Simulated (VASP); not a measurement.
# SrVO3 (Pm-3m) in VASP: a series of runs

Aim: see how the results for SrVO3 move with the level of theory and the settings. Levels: PBE, RPBE, revPBE. Tasks: single point.

All numbers are computed with VASP 6.6.1; they aren't measurements. Logs are shortened: lines on timing, memory, paths and dates and some standing lists are left out, and cuts for length are marked.

## 1. The cell of the first run

It takes space group Pm-3m (No. 221, cubic). Conventional cell: a = 3.841 Å, b = 3.841 Å, c = 3.841 Å, α = 90.00°, β = 90.00°, γ = 90.00°. Within 3.6 Å of Sr (site symmetry m-3m) lie 12 O at 2.72 Å and 8 V at 3.33 Å. Within 2.5 Å of V (site symmetry m-3m) lie 6 O at 1.92 Å. Within 2.5 Å of O (site symmetry 4/mmm) lie 2 V at 1.92 Å.

## 2. Single point, PBE, collinear spin, ferromagnetic start

INCAR

```
PREC = Accurate
ENCUT = 910
EDIFF = 1E-6
ISMEAR = -1
SIGMA = 0.05
LREAL = F
LASPH = T
NELM = 200
ALGO = Normal
ISIF = 2
LWAVE = F
LCHARG = T
ISPIN = 2
MAGMOM = 0 2 0 0 0
LORBIT = 11
LMAXMIX = 4
GGA = PE
LELF = T
LVHAR = T
NBANDS = 32
GGA_COMPAT = F
```

KPOINTS

```
regular mesh
0
Gamma
  7 7 7
```

POSCAR

```
SrVO3
1.0
    3.8409000000      0.0000000000      0.0000000000
    0.0000000000      3.8409000000      0.0000000000
    0.0000000000      0.0000000000      3.8409000000
Sr V O
1 1 3
Direct
    0.5000000000      0.5000000000      0.5000000000
    0.0000000000      0.0000000000      0.0000000000
    0.0000000000      0.0000000000      0.5000000000
    0.0000000000      0.5000000000      0.0000000000
    0.5000000000      0.0000000000      0.0000000000
```

Potentials or basis: VASP PAW PBE potentials, release 64 (Sr_sv, V_sv, O_h).

On the command line:

```
cat potpaw_PBE.64/Sr_sv/POTCAR potpaw_PBE.64/V_sv/POTCAR potpaw_PBE.64/O_h/POTCAR > POTCAR
mpirun -np 1 vasp_std > vasp.out
```

OUTCAR:

```text
PREC = Accurate
   ENCUT = 910
   EDIFF = 1E-6
   ISMEAR = -1
   LREAL = F
   LASPH = T
   NELM = 200
   ISIF = 2
   ISPIN = 2
   LORBIT = 11
   GGA = PE

 ion  position               nearest neighbor table
   1  0.500  0.500  0.500-   3 2.72   4 2.72   5 2.72   4 2.72   5 2.72   3 2.72   5 2.72   5 2.72
                             3 2.72   4 2.72   4 2.72   3 2.72   2 3.33   2 3.33   2 3.33   2 3.33
   2  0.000  0.000  0.000-   3 1.92   4 1.92   5 1.92   3 1.92   4 1.92   5 1.92   1 3.33   1 3.33
                             1 3.33   1 3.33   1 3.33   1 3.33   1 3.33   1 3.33
   3  0.000  0.000  0.500-   2 1.92   2 1.92   1 2.72   1 2.72   1 2.72   1 2.72
   4  0.000  0.500  0.000-   2 1.92   2 1.92   1 2.72   1 2.72   1 2.72   1 2.72
   5  0.500  0.000  0.000-   2 1.92   2 1.92   1 2.72   1 2.72   1 2.72   1 2.72

  LATTYP: Found a simple cubic cell.
 ALAT       =     3.8409000000

  Lattice vectors:

 A1 = (   3.8409000000,   0.0000000000,   0.0000000000)
 A2 = (   0.0000000000,   3.8409000000,   0.0000000000)
 A3 = (   0.0000000000,   0.0000000000,   3.8409000000)

Analysis of symmetry for initial positions (statically):
=====================================================================
 Subroutine PRICEL returns:
 Original cell was already a primitive cell.

 Routine SETGRP: Setting up the symmetry group for a
 simple cubic supercell.

 Subroutine GETGRP returns: Found 48 space group operations
 (whereof 48 operations were pure point group operations)
 out of a pool of 48 trial point group operations.

The static configuration has the point symmetry O_h .

Analysis of symmetry for dynamics (positions and initial velocities):
=====================================================================
 Subroutine PRICEL returns:
 Original cell was already a primitive cell.

 Routine SETGRP: Setting up the symmetry group for a
 simple cubic supercell.

 Subroutine GETGRP returns: Found 48 space group operations
 (whereof 48 operations were pure point group operations)
 out of a pool of 48 trial point group operations.

The dynamic configuration has the point symmetry O_h .

Analysis of structural, dynamic, and magnetic symmetry:
=====================================================================
 Subroutine PRICEL returns:
 Original cell was already a primitive cell.

 Routine SETGRP: Setting up the symmetry group for a
 simple cubic supercell.

 Subroutine GETGRP returns: Found 48 space group operations
 (whereof 48 operations were pure point group operations)
 out of a pool of 48 trial point group operations.

The overall configuration has the point symmetry O_h .

 Subroutine INISYM returns: Found 48 space group operations
 (whereof 48 operations are pure point group operations),
 and found     1 'primitive' translations

----------------------------------------------------------------------------------------

                                     Primitive cell

  volume of cell :      56.6629

  direct lattice vectors                    reciprocal lattice vectors
     3.840900000  0.000000000  0.000000000     0.260355646  0.000000000  0.000000000
     0.000000000  3.840900000  0.000000000     0.000000000  0.260355646  0.000000000
     0.000000000  0.000000000  3.840900000     0.000000000  0.000000000  0.260355646

  length of vectors
     3.840900000  3.840900000  3.840900000     0.260355646  0.260355646  0.260355646

  position of ions in fractional coordinates (direct lattice)
     0.500000000  0.500000000  0.500000000
     0.000000000  0.000000000  0.000000000
     0.000000000  0.000000000  0.500000000
     0.000000000  0.500000000  0.000000000
     0.500000000  0.000000000  0.000000000

  ion indices of the primitive-cell ions
   primitive index   ion index
                 1           1
                 2           2
                 3           3
                 4           4
                 5           5

----------------------------------------------------------------------------------------

 KPOINTS: regular mesh

[... 24 lines left out ...]
  0.000000  0.000000  0.000000      1.000000
  0.142857  0.000000  0.000000      6.000000
  0.285714  0.000000  0.000000      6.000000
  0.428571  0.000000  0.000000      6.000000
  0.142857  0.142857  0.000000     12.000000
  0.285714  0.142857  0.000000     24.000000
[... 12 lines left out ...]
  0.428571  0.428571  0.285714     24.000000
  0.428571  0.428571  0.428571      8.000000
   k-points           NKPTS =     20   k-points in BZ     NKDIM =     20   number of bands    NBANDS=     32
   number of dos      NEDOS =    301   number of ions     NIONS =      5
   total plane-waves  NPLWV =  64000
   dimension x,y,z NGX =    40 NGY =   40 NGZ =   40
   dimension x,y,z NGXF=    80 NGYF=   80 NGZF=   80
   ions per type =               1   1   3
   NGX,Y,Z   is equivalent  to a cutoff of  17.31, 17.31, 17.31 a.u.
   NGXF,Y,Z  is equivalent  to a cutoff of  34.63, 34.63, 34.63 a.u.
 SYSTEM =  unknown system
   PREC   = accura    normal or accurate (medium, high low for compatibility)
   ISTART =      0    job   : 0-new  1-cont  2-samecut
   ICHARG =      2    charge: 1-file 2-atom 10-const
   ISPIN  =      2    spin polarized calculation?
   LNONCOLLINEAR =      F non collinear calculations
   LSORBIT =      F    spin-orbit coupling
   LASPH  =      T    aspherical Exc in radial PAW
   ENCUT  =  910.0 eV  66.88 Ry    8.18 a.u.   9.45  9.45  9.45*2*pi/ulx,y,z
   NELM   =    200;   NELMIN=  2; NELMDL= -5     # of ELM steps
   EDIFF  = 0.1E-05   stopping-criterion for ELM
   LREAL  =      F    real-space projection
   EDIFFG = 0.1E-04   stopping-criterion for IOM
   NSW    =      0    number of steps for IOM
   IBRION =     -1    ionic relax: 0-MD 1-quasi-New 2-CG
   NFREE  =      0    steps in history (QN), initial steepest desc. (CG)
   ISIF   =      2    stress and relaxation
   ISYM   =      2    0-nonsym 1-usesym 2-fastsym
   POTIM  = 0.5000    time-step for ionic-motion
   TEBEG  =    0.0;   TEEND  =   0.0 temperature during run
   PSTRESS=    0.0 pullay stress
   NELECT =      41.0000    total number of electrons
   NUPDOWN=      -1.0000    fix difference up-down
   EMIN   =  10.00;   EMAX   =-10.00  energy-range for DOS
   EFERMI =   0.00;   METHOD = LEGACY
   ISMEAR =    -1;   SIGMA  =   0.05  broadening in eV -4-tet -1-fermi 0-gaus
   EFERMI_NEDOS =   21; number of points for ismear=-14 and -15
   IALGO  =     38    algorithm
   IMIX   =      4    mixing-type and parameters
     AMIX     =   0.40;   BMIX     =  1.00
     AMIX_MAG =   1.60;   BMIX_MAG =  1.00
  volume/ion in A,a.u.               =      11.33        76.48
  Fermi-wavevector in a.u.,A,eV,Ry     =   1.469726  2.777380 29.389880  2.160095
  Thomas-Fermi vector in A             =   2.585069
   LORBIT       =     11    0 simple, 1 ext, 2 COOP (PROOUT), +10 PAW based schemes
   GGA     = PE    functional components
   LHFCALC =     F    Hartree Fock is set to
   AEXX    =    0.0000 exact exchange contribution
   IVDW    =     0    specifies the selected vdW correction
   LEPSILON=     F    determine dielectric tensor
   LRPA    =     F    only Hartree local field effects (RPA)
 spin polarized calculation
  energy-cutoff  :      910.00
  volume of cell :       56.66
 maximum number of plane-waves:      3575
 NGX is ok and might be reduce to    40
   NGX = 19   NGY = 19   NGZ = 19

 number of electron      40.9999991 magnetization       0.0218102

 number of electron      40.9999991 magnetization      -0.0011797

 Free energy of the ion-electron system (eV)
  ---------------------------------------------------
  ext. energy  EPLUGINS =         0.00000000
  ---------------------------------------------------
  free energy    TOTEN  =       -39.31725327 eV

  energy without entropy =      -39.30548140  energy(sigma->0) =      -39.31136733

 E-fermi :   6.6243     XC(G=0): -11.5797

 val. band max:        6.5953838692   @ k =   0.4286   0.1429   0.1429
 cond. band min:       7.0046743888   @ k =   0.2857   0.2857   0.0000
 fundamental gap:      0.4092905196
 Fermi energy:         6.6243283269

 spin component 1

 k-point     1 :       0.0000    0.0000    0.0000
  band No.  band energies     occupation
      1     -59.1465      1.00000
      2     -32.9825      1.00000
      3     -32.9825      1.00000
      4     -32.9825      1.00000
      5     -27.8517      1.00000
      6     -13.0641      1.00000
[... 689 lines left out ...]
     31      15.7247      0.00000
     32      19.4868      0.00000
 Fermi energy:         6.6243283269

 spin component 2

 k-point     1 :       0.0000    0.0000    0.0000
  band No.  band energies     occupation
      1     -59.1478      1.00000
      2     -32.9837      1.00000
      3     -32.9837      1.00000
      4     -32.9837      1.00000
      5     -27.8517      1.00000
      6     -13.0641      1.00000
[... 689 lines left out ...]
     31      15.7246      0.00000
     32      19.4868      0.00000

------------------------ aborting loop because EDIFF is reached ----------------------------------------

  FORCE on cell =-STRESS in cart. coord.  units (eV):
  Direction    XX          YY          ZZ          XY          YZ          ZX
  --------------------------------------------------------------------------------------
  -------------------------------------------------------------------------------------
  Total        1.0287130      1.0287130      1.0287130     -0.0000000      0.0000000     -0.0000000
  in kB       29.0874608     29.0874608     29.0874608     -0.0000000      0.0000000     -0.0000000
  external PRESSURE =      29.0874608 kB  Pullay stress =       0.0000000 kB

 VOLUME and BASIS-vectors are now :
 -----------------------------------------------------------------------------
  energy-cutoff  :      910.00
  volume of cell :       56.66
      direct lattice vectors                 reciprocal lattice vectors
     3.840900000  0.000000000  0.000000000     0.260355646  0.000000000  0.000000000
     0.000000000  3.840900000  0.000000000     0.000000000  0.260355646  0.000000000
     0.000000000  0.000000000  3.840900000     0.000000000  0.000000000  0.260355646

 POSITION                                       TOTAL-FORCE (eV/Angst)
 -----------------------------------------------------------------------------------
      1.92045      1.92045      1.92045         0.000000      0.000000      0.000000
      0.00000      0.00000      0.00000         0.000000      0.000000      0.000000
      0.00000      0.00000      1.92045         0.000000      0.000000      0.000000
      0.00000      1.92045      0.00000         0.000000      0.000000      0.000000
      1.92045      0.00000      0.00000         0.000000      0.000000      0.000000
 -----------------------------------------------------------------------------------
    total drift:                                0.000000      0.000000     -0.000000

  FREE ENERGIE OF THE ION-ELECTRON SYSTEM (eV)
  ---------------------------------------------------
  free  energy   TOTEN  =       -39.3172532726 eV

  energy  without entropy=      -39.3054813968  energy(sigma->0) =      -39.31136733

 total charge

# of ion       s       p       d       tot
------------------------------------------
    1        2.000   5.804   0.219   8.023
    2        2.285   6.349   2.957  11.591
    3        1.042   2.335   0.000   3.377
    4        1.042   2.335   0.000   3.377
    5        1.042   2.335   0.000   3.377
--------------------------------------------------
tot          7.410  19.159   3.175  29.744

 magnetization (x)

# of ion       s       p       d       tot
------------------------------------------
    1        0.000   0.000   0.000   0.000
    2       -0.000  -0.000  -0.001  -0.001
    3        0.000   0.000   0.000   0.000
    4        0.000   0.000   0.000   0.000
    5        0.000   0.000   0.000   0.000
--------------------------------------------------
tot         -0.000   0.000  -0.001  -0.001
```

Run time: 2.4 min. Hardware: 1 thread of Intel Xeon Platinum 8375C at 2.90GHz (Ice Lake), shared host; peak memory 0.37 GiB.

Results:

| Quantity | Value |
| --- | --- |
| Free energy | -39.3173 eV |
| Pressure | 2.9 GPa |
| Net moment | 0.00 μB per cell |
| Valence electrons inside the program's atomic spheres | Sr 8.02; V 11.59; O 3.38 |

Caveat: the cutoff is under 1.25 times the usual one of these potentials, so pressure, stress and relaxed cells hold a basis-set (Pulay) error; semilocal functionals often make such compounds metallic where correlation or magnetic order opens a gap, which also shifts bond lengths.

[end of part 1 of 2]
